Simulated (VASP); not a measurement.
# SnSe (F-43m) in VASP: a series of runs, part 2 of 2

VASP 6.6.1. The steps go on from the part before.

## Step 3: Relaxation of cell and atoms, B3LYP

POSCAR reads:

```
SnSe
1.0
    0.0000000000      3.3908400000      3.3908400000
    3.3908400000      0.0000000000      3.3908400000
    3.3908400000      3.3908400000      0.0000000000
Sn Se
1 1
Direct
    0.0000000000      0.0000000000      0.0000000000
    0.7500000000      0.7500000000      0.7500000000
```

INCAR.step1 reads:

```
PREC = Accurate
ENCUT = 600
EDIFF = 1E-5
ISMEAR = -1
SIGMA = 0.05
LREAL = False
LASPH = True
NELM = 60
ALGO = Normal
LWAVE = True
LCHARG = False
GGA = PE
NBANDS = 17
```

INCAR.step2 reads:

```
PREC = Accurate
ENCUT = 600
EDIFF = 1E-6
ISMEAR = -1
SIGMA = 0.05
LREAL = False
LASPH = True
NELM = 60
ALGO = Normal
ISIF = 3
LWAVE = False
LCHARG = False
GGA = B3
LHFCALC = True
AEXX = 0.2
AGGAX = 0.72
AGGAC = 0.81
ALDAC = 0.19
PRECFOCK = Normal
IBRION = 2
NSW = 60
EDIFFG = -0.01
ISTART = 1
```

KPOINTS reads:

```
regular mesh
0
Gamma
  4 4 4
```

Potentials or basis: VASP PAW PBE potentials, release 64 (Sn_d, Se).

Command:

```
> cat potpaw_PBE.64/Sn_d/POTCAR potpaw_PBE.64/Se/POTCAR > POTCAR
> cp INCAR.step1 INCAR
> mpirun -np 1 vasp_std > vasp.out
> cp INCAR.step2 INCAR
> mpirun -np 1 vasp_std > vasp.out
```

OUTCAR:

```text
PREC = Accurate
   ENCUT = 600
   EDIFF = 1E-6
   ISMEAR = -1
   LREAL = False
   LASPH = True
   NELM = 60
   ISIF = 3
   GGA = B3
   LHFCALC = True
   AEXX = 0.2
   PRECFOCK = Normal
   IBRION = 2
   NSW = 60
   EDIFFG = -0.01
   ISTART = 1

 ion  position               nearest neighbor table
   1  0.000  0.000  0.000-   2 2.94   2 2.94   2 2.94   2 2.94
   2  0.750  0.750  0.750-   1 2.94   1 2.94   1 2.94   1 2.94

  LATTYP: Found a face centered cubic cell.
 ALAT       =     6.7816800000

  Lattice vectors:

 A1 = (   0.0000000000,   3.3908400000,   3.3908400000)
 A2 = (   3.3908400000,   0.0000000000,   3.3908400000)
 A3 = (   3.3908400000,   3.3908400000,   0.0000000000)

Analysis of symmetry for initial positions (statically):
=====================================================================
 Subroutine PRICEL returns:
 Original cell was already a primitive cell.

 Routine SETGRP: Setting up the symmetry group for a
 face centered cubic supercell.

 Subroutine GETGRP returns: Found 24 space group operations
 (whereof 24 operations were pure point group operations)
 out of a pool of 48 trial point group operations.

The static configuration has the point symmetry T_d .

Analysis of symmetry for dynamics (positions and initial velocities):
=====================================================================
 Subroutine PRICEL returns:
 Original cell was already a primitive cell.

 Routine SETGRP: Setting up the symmetry group for a
 face centered cubic supercell.

 Subroutine GETGRP returns: Found 24 space group operations
 (whereof 24 operations were pure point group operations)
 out of a pool of 48 trial point group operations.

The dynamic configuration has the point symmetry T_d .

 Subroutine INISYM returns: Found 24 space group operations
 (whereof 24 operations are pure point group operations),
 and found     1 'primitive' translations

----------------------------------------------------------------------------------------

                                     Primitive cell

  volume of cell :      77.9744

  direct lattice vectors                    reciprocal lattice vectors
     0.000000000  3.390840000  3.390840000    -0.147456088  0.147456088  0.147456088
     3.390840000  0.000000000  3.390840000     0.147456088 -0.147456088  0.147456088
     3.390840000  3.390840000  0.000000000     0.147456088  0.147456088 -0.147456088

  length of vectors
     4.795371916  4.795371916  4.795371916     0.255401436  0.255401436  0.255401436

  position of ions in fractional coordinates (direct lattice)
     0.000000000  0.000000000  0.000000000
     0.750000000  0.750000000  0.750000000

  ion indices of the primitive-cell ions
   primitive index   ion index
                 1           1
                 2           2

----------------------------------------------------------------------------------------

 KPOINTS: regular mesh

Automatic generation of k-mesh.
 Grid dimensions read from file:
 generate k-points for:    4    4    4

 Generating k-lattice:

  Cartesian coordinates                     Fractional coordinates (reciprocal lattice)
    -0.036864022  0.036864022  0.036864022     0.250000000  0.000000000  0.000000000
     0.036864022 -0.036864022  0.036864022     0.000000000  0.250000000  0.000000000
     0.036864022  0.036864022 -0.036864022     0.000000000  0.000000000  0.250000000

  Length of vectors
     0.063850359  0.063850359  0.063850359

  Shift w.r.t. Gamma in fractional coordinates (k-lattice)
     0.000000000  0.000000000  0.000000000

 Subroutine IBZKPT returns following result:
 ===========================================

 Found      8 irreducible k-points:

 Following reciprocal coordinates:
            Coordinates               Weight
  0.000000  0.000000  0.000000      1.000000
  0.250000  0.000000  0.000000      8.000000
  0.500000  0.000000  0.000000      4.000000
  0.250000  0.250000  0.000000      6.000000
  0.500000  0.250000  0.000000     24.000000
 -0.250000  0.250000  0.000000     12.000000
  0.500000  0.500000  0.000000      3.000000
 -0.250000  0.500000  0.250000      6.000000
   k-points           NKPTS =      8   k-points in BZ     NKDIM =     64   number of bands    NBANDS=     14
   number of dos      NEDOS =    301   number of ions     NIONS =      2
   total plane-waves  NPLWV =  64000
   dimension x,y,z NGX =    40 NGY =   40 NGZ =   40
   dimension x,y,z NGXF=    80 NGYF=   80 NGZF=   80
   ions per type =               1   1
   NGX,Y,Z   is equivalent  to a cutoff of  13.87, 13.87, 13.87 a.u.
   NGXF,Y,Z  is equivalent  to a cutoff of  27.73, 27.73, 27.73 a.u.
 SYSTEM =  unknown system
   PREC   = accura    normal or accurate (medium, high low for compatibility)
   ISTART =      1    job   : 0-new  1-cont  2-samecut
   ICHARG =      0    charge: 1-file 2-atom 10-const
   ISPIN  =      1    spin polarized calculation?
   LNONCOLLINEAR =      F non collinear calculations
   LSORBIT =      F    spin-orbit coupling
   LASPH  =      T    aspherical Exc in radial PAW
   ENCUT  =  600.0 eV  44.10 Ry    6.64 a.u.   9.58  9.58  9.58*2*pi/ulx,y,z
   NELM   =     60;   NELMIN=  2; NELMDL=  0     # of ELM steps
   EDIFF  = 0.1E-05   stopping-criterion for ELM
   LREAL  =      F    real-space projection
   EDIFFG = -.1E-01   stopping-criterion for IOM
   NSW    =     60    number of steps for IOM
   IBRION =      2    ionic relax: 0-MD 1-quasi-New 2-CG
   NFREE  =      1    steps in history (QN), initial steepest desc. (CG)
   ISIF   =      3    stress and relaxation
   ISYM   =      3    0-nonsym 1-usesym 2-fastsym
   POTIM  = 0.5000    time-step for ionic-motion
   TEBEG  =    0.0;   TEEND  =   0.0 temperature during run
   PSTRESS=    0.0 pullay stress
   NELECT =      20.0000    total number of electrons
   NUPDOWN=      -1.0000    fix difference up-down
   EMIN   =  10.00;   EMAX   =-10.00  energy-range for DOS
   EFERMI =   0.00;   METHOD = LEGACY
   ISMEAR =    -1;   SIGMA  =   0.05  broadening in eV -4-tet -1-fermi 0-gaus
   EFERMI_NEDOS =   21; number of points for ismear=-14 and -15
   IALGO  =     38    algorithm
   IMIX   =      1    mixing-type and parameters
     AMIX     =   0.40;   BMIX     =  1.00
     AMIX_MAG =   1.60;   BMIX_MAG =  1.00
  volume/ion in A,a.u.               =      38.99       263.10
  Fermi-wavevector in a.u.,A,eV,Ry     =   1.040162  1.965621 14.720638  1.081936
  Thomas-Fermi vector in A             =   2.174725
   LORBIT       =      0    0 simple, 1 ext, 2 COOP (PROOUT), +10 PAW based schemes
   GGA     = B3    functional components
   LHFCALC =     T    Hartree Fock is set to
   PRECFOCK=normal    Normal, Fast or Accurate (Low or Medium for compatibility)
   ENCUT4O =  -1.0   cutoff for four orbital integrals eV
   NKREDX  =     1    reduce k-point grid by
   NKREDY  =     1    reduce k-point grid by
   NKREDZ  =     1    reduce k-point grid by
   AEXX    =    0.2000 exact exchange contribution
   HFSCREEN=    0.0000 screening length (either q_TF or 0.3 A-1)
   HFSCREENC=   0.0000 screening length for correlation (either q_TF or 0.3 A-1)
   ENCUTFOCK=  -1.0 apply spherical cutoff to Coloumb kernel
   IVDW    =     0    specifies the selected vdW correction
   LEPSILON=     F    determine dielectric tensor
   LRPA    =     F    only Hartree local field effects (RPA)
 conjugate gradient relaxation of ions
 non-spin polarized calculation
  energy-cutoff  :      600.00
  volume of cell :       77.97
 maximum number of plane-waves:      2637
 NGX is ok and might be reduce to    40
  NGX = 30; NGY = 30; NGZ = 30

--------------------------------------- Ionic step        1  -------------------------------------------

 number of electron      20.0000003 magnetization

 Free energy of the ion-electron system (eV)
  ---------------------------------------------------
  ext. energy  EPLUGINS =         0.00000000
  ---------------------------------------------------
  free energy    TOTEN  =        -8.96310829 eV

  energy without entropy =       -8.96309246  energy(sigma->0) =       -8.96310037

------------------------ aborting loop because EDIFF is reached ----------------------------------------

  FORCE on cell =-STRESS in cart. coord.  units (eV):
  Direction    XX          YY          ZZ          XY          YZ          ZX
  --------------------------------------------------------------------------------------
  -------------------------------------------------------------------------------------
  Total        0.4630328      0.4630328      0.4630328      0.0000000      0.0000000      0.0000000
  in kB        9.5141606      9.5141606      9.5141606      0.0000000      0.0000000      0.0000000
  external PRESSURE =       9.5141606 kB  Pullay stress =       0.0000000 kB
[... 57 lines left out ...]
  energy  without entropy=       -8.9693734296  energy(sigma->0) =       -8.96937650

--------------------------------------- Ionic step        3  -------------------------------------------

 number of electron      20.0000003 magnetization

 Free energy of the ion-electron system (eV)
  ---------------------------------------------------
  ext. energy  EPLUGINS =         0.00000000
  ---------------------------------------------------
  free energy    TOTEN  =        -8.96954483 eV

  energy without entropy =       -8.96953778  energy(sigma->0) =       -8.96954130

 E-fermi :   2.7309     XC(G=0):  -6.1024

 val. band max:        2.2170671542   @ k =  -0.2500   0.5000   0.2500
 cond. band min:       3.2101080316   @ k =   0.5000   0.5000   0.0000
 fundamental gap:      0.9930408773
 Fermi energy:         2.7309107557

 k-point     1 :       0.0000    0.0000    0.0000
  band No.  band energies     occupation
      1     -21.3674      2.00000
      2     -21.3674      2.00000
      3     -21.3674      2.00000
      4     -21.3532      2.00000
      5     -21.3532      2.00000
      6     -11.9109      2.00000
      7      -3.6611      2.00000
      8      -0.1219      2.00000
      9      -0.1219      2.00000
     10      -0.1219      2.00000
     11       4.6614      0.00000
     12       4.6614      0.00000
     13       4.6614      0.00000
     14       8.0897      0.00000
[... 146 lines left out ...]
  FREE ENERGIE OF THE ION-ELECTRON SYSTEM (eV)
  ---------------------------------------------------
  free  energy   TOTEN  =        -8.9695448317 eV

  energy  without entropy=       -8.9695377769  energy(sigma->0) =       -8.96954130

 reached required accuracy - stopping structural energy minimisation
```

Run time: 58 min. Hardware: 1 thread of Intel Xeon 6975P-C (Granite Rapids), shared host; peak memory 0.28 GiB.

Results:

```
Free energy                            : -8.9695 eV
Relaxed volume                         : 40.11 Å³/atom
Relaxed cell                           : a = 4.841 Å, b = 4.841 Å, c = 4.841 Å, α = 60.00°, β = 60.00°, γ = 60.00°
Space group after relaxing (to 0.05 Å) : F-43m (No. 216)
Energy gained by relaxing              : 3.2 meV/atom
Ionic steps                            : 3
Pressure after relaxing                : 0.0 GPa
Band gap on the k mesh                 : 0.99 eV, indirect (least direct gap 1.62 eV)
```

The path:
| step | energy change (eV) | largest force (eV/Å) | pressure (GPa) | volume (Å³) |
| --- | --- | --- | --- | --- |
| 1 | 0.0000 | 0.0000 | 0.95 | 77.97 |
| 2 | -0.0063 | 0.0000 | -0.15 | 80.62 |
| 3 | -0.0064 | 0.0000 | 0.01 | 80.22 |

Final structure:
```cif
data_structure
_symmetry_space_group_name_H-M 'P 1'
_symmetry_Int_Tables_number 1
_cell_length_a 4.8409
_cell_length_b 4.8409
_cell_length_c 4.8409
_cell_angle_alpha 60.000
_cell_angle_beta 60.000
_cell_angle_gamma 60.000
_cell_volume 80.22
loop_
_atom_site_label
_atom_site_type_symbol
_atom_site_fract_x
_atom_site_fract_y
_atom_site_fract_z
_atom_site_occupancy
Sn1 Sn 0.00000 0.00000 0.00000 1
Se1 Se 0.75000 0.75000 0.75000 1
```

Caveat: the PAW data sets were made with another functional, which shifts forces and pressure a little; spin-orbit coupling is left out, which moves the levels of the heavy elements. A k mesh can miss the band edges.

## Step 4: Single point, PBE

INCAR reads:

```
SYSTEM = SnSe
  ALGO = Normal
  EDIFF = 1E-6
  ENCUT = 500
  GGA = PE
  GGA_COMPAT = .FALSE.
  ISIF = 2
  ISMEAR = -1
  LASPH = .TRUE.
  LCHARG = .FALSE.
  LREAL = .FALSE.
  LWAVE = .FALSE.
  NBANDS = 17
  NELM = 120
  PREC = Accurate
  SIGMA = 0.03
```

KPOINTS reads:

```
k-points
0
G
  4 4 4
  0 0 0
```

POSCAR is that of step 3.

Command:

```
> cat potpaw_PBE.64/Sn_d/POTCAR potpaw_PBE.64/Se/POTCAR > POTCAR
> mpirun -np 1 vasp_std > vasp.out
```

Wall time 14 s (1 thread of Intel Xeon Platinum 8375C at 2.90GHz (Ice Lake), shared host); peak memory 0.2 GiB.

It converged, with:

- Free energy: -7.7658 eV
- Pressure: -0.3 GPa
- Band gap on the k mesh: 0.07 eV, indirect (least direct gap 0.69 eV)

Levels at points of the mesh, in eV from the valence-band top:
```
           k point  band 7  band 8  band 9  band 10  band 11  band 12  band 13  band 14
(0.00, 0.00, 0.00)   -5.36   -2.23   -2.23    -2.23     1.49     1.49     1.49     4.80
(0.50, 0.00, 0.00)   -7.10   -2.73   -2.73    -2.15     2.24     2.24     3.26     6.34
(0.50, 0.50, 0.00)   -7.37   -3.40   -3.40    -0.62     0.07     4.25     4.25     5.56
```

Caveat: spin-orbit coupling is left out, which moves the levels of the heavy elements.

## Step 5: Summary

| task | level | cell | cutoff (eV) | smearing | grid for exact exchange (PRECFOCK) | gap on the mesh (eV) | pressure (GPa) | relaxed volume (Å³/atom) |
| --- | --- | --- | --- | --- | --- | --- | --- | --- |
| relaxation of cell and atoms | PBE0 | relaxed | 600 | fermi-dirac 0.05 eV | Normal | 0.96 | 0.0 | 38.08 |
| relaxation of cell and atoms | B3LYP | relaxed | 600 | fermi-dirac 0.05 eV | Normal | 0.99 | 0.0 | 40.11 |
| single point | PBE | as given | 500 | fermi-dirac 0.03 eV | - | 0.07 | -0.3 | - |

Alike in all rows: potentials or basis VASP PAW PBE potentials, release 64 (Sn_d, Se); no spin polarisation; k mesh 4 × 4 × 4.

Caveats: spin-orbit coupling is left out, which moves the levels of the heavy elements; the PAW data sets were made with another functional, which shifts forces and pressure a little (some runs).

Total energies depend on the potentials used, so only differences within one code and one set of settings carry meaning.
